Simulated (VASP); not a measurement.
# FeO (Wuestite) (Fm-3m) in VASP: a series of runs

FeO (Wuestite) is run at these levels: LDA, BLYP+D4; tasks: single point.

All numbers are computed with VASP 6.6.1; they aren't measurements. Logs are shortened: lines on timing, memory, paths and dates and some standing lists are left out, and cuts for length are marked.

**What was measured.**

From “W\"ustite: Electric, thermodynamic and optical properties of FeO”, 2012, arxiv:1203.1201, for a bulk crystal of FeO: band gap 2.4 eV (optical).

How close the calculation comes is told below.

### Step 1. The cell of the first run

Symmetry: Fm-3m, No. 225, cubic system. The conventional cell has a = 4.282 Å, b = 4.282 Å, c = 4.282 Å, α = 90.00°, β = 90.00°, γ = 90.00°. Within 2.8 Å of Fe (site symmetry m-3m) lie 6 O at 2.14 Å. O (site symmetry m-3m) has 6 Fe at 2.14 Å within 2.8 Å.

### Step 2. Single point, LDA, collinear spin, ferromagnetic start

File INCAR:

```
ALGO = Normal
EDIFF = 1E-6
ENCUT = 520
ISIF = 2
ISMEAR = -1
ISPIN = 2
LASPH = True
LCHARG = False
LMAXMIX = 4
LORBIT = 11
LREAL = False
LWAVE = False
MAGMOM = 3 0
NBANDS = 18
NELM = 150
PREC = Accurate
SIGMA = 0.05
```

File KPOINTS:

```
k-points
0
Gamma
  11 11 11
```

File POSCAR:

```
FeO
1.0
    0.0000000000      2.1409337923      2.1409337923
    2.1409337923      0.0000000000      2.1409337923
    2.1409337923      2.1409337923      0.0000000000
Fe O
1 1
Direct
    0.0000000000      0.0000000000      0.0000000000
    0.5000000000      0.5000000000      0.5000000000
```

Potentials or basis: VASP PAW LDA potentials, release 64 (Fe, O).

The run is started by

```sh
> cat potpaw_LDA.64/Fe/POTCAR potpaw_LDA.64/O/POTCAR > POTCAR
> mpirun -np 1 vasp_std > vasp.out
```

OUTCAR:

```text
EDIFF = 1E-6
   ENCUT = 520
   ISIF = 2
   ISMEAR = -1
   ISPIN = 2
   LASPH = True
   LORBIT = 11
   LREAL = False
   NELM = 150
   PREC = Accurate

 ion  position               nearest neighbor table
   1  0.000  0.000  0.000-   2 2.14   2 2.14   2 2.14   2 2.14   2 2.14   2 2.14
   2  0.500  0.500  0.500-   1 2.14   1 2.14   1 2.14   1 2.14   1 2.14   1 2.14

  LATTYP: Found a face centered cubic cell.
 ALAT       =     4.2818675846

  Lattice vectors:

 A1 = (   0.0000000000,   2.1409337923,   2.1409337923)
 A2 = (   2.1409337923,   0.0000000000,   2.1409337923)
 A3 = (   2.1409337923,   2.1409337923,   0.0000000000)

Analysis of symmetry for initial positions (statically):
=====================================================================
 Subroutine PRICEL returns:
 Original cell was already a primitive cell.

 Routine SETGRP: Setting up the symmetry group for a
 face centered cubic supercell.

 Subroutine GETGRP returns: Found 48 space group operations
 (whereof 48 operations were pure point group operations)
 out of a pool of 48 trial point group operations.

The static configuration has the point symmetry O_h .

Analysis of symmetry for dynamics (positions and initial velocities):
=====================================================================
 Subroutine PRICEL returns:
 Original cell was already a primitive cell.

 Routine SETGRP: Setting up the symmetry group for a
 face centered cubic supercell.

 Subroutine GETGRP returns: Found 48 space group operations
 (whereof 48 operations were pure point group operations)
 out of a pool of 48 trial point group operations.

The dynamic configuration has the point symmetry O_h .

Analysis of structural, dynamic, and magnetic symmetry:
=====================================================================
 Subroutine PRICEL returns:
 Original cell was already a primitive cell.

 Routine SETGRP: Setting up the symmetry group for a
 face centered cubic supercell.

 Subroutine GETGRP returns: Found 48 space group operations
 (whereof 48 operations were pure point group operations)
 out of a pool of 48 trial point group operations.

The overall configuration has the point symmetry O_h .

 Subroutine INISYM returns: Found 48 space group operations
 (whereof 48 operations are pure point group operations),
 and found     1 'primitive' translations

----------------------------------------------------------------------------------------

                                     Primitive cell

  volume of cell :      19.6264

  direct lattice vectors                    reciprocal lattice vectors
     0.000000000  2.140933792  2.140933792    -0.233542953  0.233542953  0.233542953
     2.140933792  0.000000000  2.140933792     0.233542953 -0.233542953  0.233542953
     2.140933792  2.140933792  0.000000000     0.233542953  0.233542953 -0.233542953

  length of vectors
     3.027737605  3.027737605  3.027737605     0.404508260  0.404508260  0.404508260

  position of ions in fractional coordinates (direct lattice)
     0.000000000  0.000000000  0.000000000
     0.500000000  0.500000000  0.500000000

  ion indices of the primitive-cell ions
   primitive index   ion index
                 1           1
                 2           2

----------------------------------------------------------------------------------------

 KPOINTS: k-points

Automatic generation of k-mesh.
 Grid dimensions read from file:
 generate k-points for:   11   11   11

 Generating k-lattice:

  Cartesian coordinates                     Fractional coordinates (reciprocal lattice)
    -0.021231178  0.021231178  0.021231178     0.090909091  0.000000000  0.000000000
     0.021231178 -0.021231178  0.021231178     0.000000000  0.090909091  0.000000000
     0.021231178  0.021231178 -0.021231178     0.000000000  0.000000000  0.090909091

  Length of vectors
     0.036773478  0.036773478  0.036773478

  Shift w.r.t. Gamma in fractional coordinates (k-lattice)
     0.000000000  0.000000000  0.000000000

 Subroutine IBZKPT returns following result:
 ===========================================

 Found     56 irreducible k-points:

 Following reciprocal coordinates:
            Coordinates               Weight
  0.000000  0.000000  0.000000      1.000000
  0.090909  0.000000  0.000000      8.000000
  0.181818  0.000000  0.000000      8.000000
  0.272727  0.000000  0.000000      8.000000
  0.363636  0.000000  0.000000      8.000000
  0.454545  0.000000  0.000000      8.000000
[... 16 lines left out ...]
 -0.272727  0.181818  0.000000     24.000000
 -0.181818  0.181818  0.000000     12.000000
 [... further k-points ...]
   k-points           NKPTS =     56   k-points in BZ     NKDIM =     56   number of bands    NBANDS=     18
   number of dos      NEDOS =    301   number of ions     NIONS =      2
   total plane-waves  NPLWV =  13824
   dimension x,y,z NGX =    24 NGY =   24 NGZ =   24
   dimension x,y,z NGXF=    48 NGYF=   48 NGZF=   48
   ions per type =               1   1
   NGX,Y,Z   is equivalent  to a cutoff of  13.18, 13.18, 13.18 a.u.
   NGXF,Y,Z  is equivalent  to a cutoff of  26.36, 26.36, 26.36 a.u.
 SYSTEM =  unknown system
   PREC   = accura    normal or accurate (medium, high low for compatibility)
   ISTART =      0    job   : 0-new  1-cont  2-samecut
   ICHARG =      2    charge: 1-file 2-atom 10-const
   ISPIN  =      2    spin polarized calculation?
   LNONCOLLINEAR =      F non collinear calculations
   LSORBIT =      F    spin-orbit coupling
   LASPH  =      T    aspherical Exc in radial PAW
   ENCUT  =  520.0 eV  38.22 Ry    6.18 a.u.   5.63  5.63  5.63*2*pi/ulx,y,z
   NELM   =    150;   NELMIN=  2; NELMDL= -5     # of ELM steps
   EDIFF  = 0.1E-05   stopping-criterion for ELM
   LREAL  =      F    real-space projection
   EDIFFG = 0.1E-04   stopping-criterion for IOM
   NSW    =      0    number of steps for IOM
   IBRION =     -1    ionic relax: 0-MD 1-quasi-New 2-CG
   NFREE  =      0    steps in history (QN), initial steepest desc. (CG)
   ISIF   =      2    stress and relaxation
   ISYM   =      2    0-nonsym 1-usesym 2-fastsym
   POTIM  = 0.5000    time-step for ionic-motion
   TEBEG  =    0.0;   TEEND  =   0.0 temperature during run
   PSTRESS=    0.0 pullay stress
   NELECT =      14.0000    total number of electrons
   NUPDOWN=      -1.0000    fix difference up-down
   EMIN   =  10.00;   EMAX   =-10.00  energy-range for DOS
   EFERMI =   0.00;   METHOD = LEGACY
   ISMEAR =    -1;   SIGMA  =   0.05  broadening in eV -4-tet -1-fermi 0-gaus
   EFERMI_NEDOS =   21; number of points for ismear=-14 and -15
   IALGO  =     38    algorithm
   IMIX   =      4    mixing-type and parameters
     AMIX     =   0.40;   BMIX     =  1.00
     AMIX_MAG =   1.60;   BMIX_MAG =  1.00
  volume/ion in A,a.u.               =       9.81        66.22
  Fermi-wavevector in a.u.,A,eV,Ry     =   1.462753  2.764202 29.111648  2.139646
  Thomas-Fermi vector in A             =   2.578929
   LORBIT       =     11    0 simple, 1 ext, 2 COOP (PROOUT), +10 PAW based schemes
   GGA     = CA    functional components
   LHFCALC =     F    Hartree Fock is set to
   AEXX    =    0.0000 exact exchange contribution
   IVDW    =     0    specifies the selected vdW correction
   LEPSILON=     F    determine dielectric tensor
   LRPA    =     F    only Hartree local field effects (RPA)
 spin polarized calculation
  energy-cutoff  :      520.00
  volume of cell :       19.63
 maximum number of plane-waves:       538
   NGX = 11   NGY = 11   NGZ = 11

 number of electron      13.9999997 magnetization       3.9736066

 Free energy of the ion-electron system (eV)
  ---------------------------------------------------
  ext. energy  EPLUGINS =         0.00000000
  ---------------------------------------------------
  free energy    TOTEN  =       -16.44165123 eV

  energy without entropy =      -16.42777553  energy(sigma->0) =      -16.43471338

 E-fermi :   6.0432     XC(G=0): -12.7334

 val. band max:        6.0351552091   @ k =  -0.3636   0.2727   0.0909
 cond. band min:       6.0452922566   @ k =  -0.1818   0.0909   0.0000
 fundamental gap:      0.0101370476
 Fermi energy:         6.0431761144

 spin component 1

 k-point     1 :       0.0000    0.0000    0.0000
  band No.  band energies     occupation
      1     -14.4969      1.00000
      2       2.2335      1.00000
      3       2.2335      1.00000
      4       2.2335      1.00000
      5       2.4151      1.00000
      6       2.4151      1.00000
[... 10 lines left out ...]
     17      27.0081      0.00000
     18      30.0121      0.00000
[... 463 lines left out ...]
 k-point    24 :      -0.1818    0.1818    0.0000
  band No.  band energies     occupation
      1     -13.7329      1.00000
      2      -1.2576      1.00000
      3      -0.0887      1.00000
      4       0.3579      1.00000
      5       2.7945      1.00000
      6       3.1367      1.00000
[... 10 lines left out ...]
     17      32.8405      0.00000
     18      34.5818      0.00000

 [... further k-points ...]

 spin component 2

 k-point     1 :       0.0000    0.0000    0.0000
  band No.  band energies     occupation
      1     -13.9222      1.00000
      2       2.8460      1.00000
      3       2.8460      1.00000
      4       2.8460      1.00000
      5       5.2685      1.00000
      6       5.2685      1.00000
[... 10 lines left out ...]
     17      28.2962      0.00000
     18      31.1647      0.00000
[... 463 lines left out ...]
 k-point    24 :      -0.1818    0.1818    0.0000
  band No.  band energies     occupation
      1     -13.1492      1.00000
      2      -0.3887      1.00000
      3       1.2720      1.00000
      4       1.3672      1.00000
      5       5.7695      0.99582
      6       6.0179      0.62398
[... 10 lines left out ...]
     17      33.6504      0.00000
     18      35.4116      0.00000

 [... further k-points ...]
[... 5 lines left out ...]
  --------------------------------------------------------------------------------------
  -------------------------------------------------------------------------------------
  Total       -1.5099070     -1.5099070     -1.5099070      0.0000000     -0.0000000      0.0000000
  in kB     -123.2596869   -123.2596869   -123.2596869      0.0000000     -0.0000000      0.0000000
  external PRESSURE =    -123.2596869 kB  Pullay stress =       0.0000000 kB

 VOLUME and BASIS-vectors are now :
 -----------------------------------------------------------------------------
  energy-cutoff  :      520.00
  volume of cell :       19.63
      direct lattice vectors                 reciprocal lattice vectors
     0.000000000  2.140933792  2.140933792    -0.233542953  0.233542953  0.233542953
     2.140933792  0.000000000  2.140933792     0.233542953 -0.233542953  0.233542953
     2.140933792  2.140933792  0.000000000     0.233542953  0.233542953 -0.233542953

 POSITION                                       TOTAL-FORCE (eV/Angst)
 -----------------------------------------------------------------------------------
      0.00000      0.00000      0.00000         0.000000      0.000000      0.000000
      2.14093      2.14093      2.14093         0.000000      0.000000      0.000000
 -----------------------------------------------------------------------------------
    total drift:                                0.000000     -0.000000      0.000000

  FREE ENERGIE OF THE ION-ELECTRON SYSTEM (eV)
  ---------------------------------------------------
  free  energy   TOTEN  =       -16.4416512319 eV

  energy  without entropy=      -16.4277755278  energy(sigma->0) =      -16.43471338

 total charge

# of ion       s       p       d       tot
------------------------------------------
    1        0.299   0.378   6.124   6.801
    2        1.544   3.418   0.000   4.963
--------------------------------------------------
tot          1.843   3.796   6.124  11.763

 magnetization (x)

# of ion       s       p       d       tot
------------------------------------------
    1        0.025   0.022   3.508   3.554
    2        0.031   0.285   0.000   0.316
--------------------------------------------------
tot          0.056   0.306   3.508   3.870
```

Run time: 47 s. Hardware: 1 thread of Intel Xeon Platinum 8259CL at 2.50GHz (Skylake/Cascade Lake), shared host; peak memory 0.15 GiB.

What came out:

| Property | Result |
| --- | --- |
| Free energy | -16.4417 eV |
| Pressure | -12.3 GPa |
| Band gap on the k mesh | zero (filled and empty bands overlap) |
| Net moment | 3.97 μB per cell |
| Site moments | Fe +3.55; O +0.32 μB |
| Valence electrons inside the program's atomic spheres | Fe 6.80; O 4.96 |

Levels at points of the mesh, in eV from the Fermi level:
Spin up:
| k point | band 7 | band 8 | band 9 | band 10 | band 11 | band 12 |
| --- | --- | --- | --- | --- | --- | --- |
| (0.00, 0.00, 0.00) | -3.63 | -3.34 | -3.34 | 0.36 | 15.47 | 17.18 |
Spin down:
```
           k point  band 1  band 2  band 3  band 4  band 5  band 6  band 7  band 8  band 9  band 10
(0.00, 0.00, 0.00)  -19.97   -3.20   -3.20   -3.20   -0.77   -0.77   -0.77   -0.03   -0.03     1.13
```

Caveat: a cell with one magnetic atom can't hold antiferromagnetic order, which such compounds often take; semilocal functionals often make such compounds metallic where correlation or magnetic order opens a gap, which also shifts bond lengths. With open d or f shells a metallic result of LDA can be an artefact of self-interaction; +U or a hybrid may open a gap.

### Step 3. Single point, BLYP+D4, collinear spin, ferromagnetic start

This run uses another cell than the first one, of 10.01 Å³/atom, 1.020 times its volume.

File INCAR:

```
SYSTEM = FeO
AGGAC    = 1.0          
AGGAX    = 1.0          
ALDAC    = 0.0          
ALDAX    = 1.0          
ALGO     = Normal         ! electronic algorithm
EDIFF    = 1E-7           ! SCF threshold, eV
ENCUT    = 520            ! plane-wave cutoff, eV
GGA      = B5             ! functional
ISIF     = 2              ! what is computed and relaxed
ISMEAR   = -1             ! smearing method
ISPIN    = 2              ! spin polarisation
IVDW     = 13             ! dispersion correction
LASPH    = .TRUE.         ! aspherical terms in the spheres
LCHARG   = .FALSE.        ! write CHGCAR
LMAXMIX  = 4              ! l up to which the mixer works
LORBIT   = 11             ! projections on sites
LREAL    = .FALSE.        ! projectors in reciprocal space
LWAVE    = .FALSE.        ! write WAVECAR
MAGMOM   = 3 0            ! initial moments
NBANDS   = 18             ! bands
NELM     = 150            ! most SCF steps
PREC     = Accurate       ! precision mode
SIGMA    = 0.05           ! smearing width, eV
VDW_A1   = 0.44488865   
VDW_A2   = 4.0933009    
VDW_S6   = 1.0          
VDW_S8   = 2.34076671
```

File KPOINTS:

```
k-points
0
G
  11 11 11
  0 0 0
```

File POSCAR:

```
FeO
1.0
    0.0000000000      2.1554000000      2.1554000000
    2.1554000000      0.0000000000      2.1554000000
    2.1554000000      2.1554000000      0.0000000000
Fe O
1 1
Direct
    0.0000000000      0.0000000000      0.0000000000
    0.5000000000      0.5000000000      0.5000000000
```

Potentials or basis: VASP PAW PBE potentials, release 64 (Fe, O).

The run is started by

```sh
> cat potpaw_PBE.64/Fe/POTCAR potpaw_PBE.64/O/POTCAR > POTCAR
> mpirun -np 1 vasp_std > vasp.out
```

Wall time 56 s (1 thread of Intel Xeon Platinum 8259CL at 2.50GHz (Skylake/Cascade Lake), shared host); peak memory 0.17 GiB.

It converged, with:

- Free energy: -15.1637 eV
- Pressure: -1.7 GPa
- Band gap on the k mesh: zero (filled and empty bands overlap)
- Net moment: 4.00 μB per cell
- Site moments: Fe +3.60; O +0.32 μB
- Valence electrons inside the program's atomic spheres: Fe 6.76; O 5.01
- Dispersion energy per atom: -0.643 eV

Levels at points of the mesh, in eV from the Fermi level:
Spin up:
```csv
k point,band 6,band 7,band 8,band 9,band 10,band 11,band 12,band 13
"(0.00, 0.00, 0.00)",-3.71,-3.71,-3.49,-3.49,0.50,16.27,17.46,17.46
```
Spin down:
```csv
k point,band 1,band 2,band 3,band 4,band 5,band 6,band 7,band 8,band 9,band 10
"(0.00, 0.00, 0.00)",-19.99,-3.16,-3.16,-3.16,-0.73,-0.73,-0.73,0.17,0.17,1.23
```

Caveat: the PAW data sets were made with another functional, which shifts forces and pressure a little; a cell with one magnetic atom can't hold antiferromagnetic order, which such compounds often take; semilocal functionals often make such compounds metallic where correlation or magnetic order opens a gap, which also shifts bond lengths; pairwise dispersion overbinds metals, which lowers pressure and volume.

### Step 4. Against experiment

Step 3. Measured gap of FeO: 2.4 eV (optical; quoted in “W\"ustite: Electric, thermodynamic and optical properties of FeO”, 2012, arxiv:1203.1201). This calculation gives 0.00 eV (-2.40 eV). So large a miss can be the level of theory's own, or it may mean another phase, state or a wrong row. The value is that of BLYP+D4 on a finite k mesh, which can miss the band edges, without temperature or zero-point motion. Semilocal functionals fall short of measured gaps as a rule. The run's magnetic order (collinear spin, ferromagnetic start) needn't be the measured crystal's.
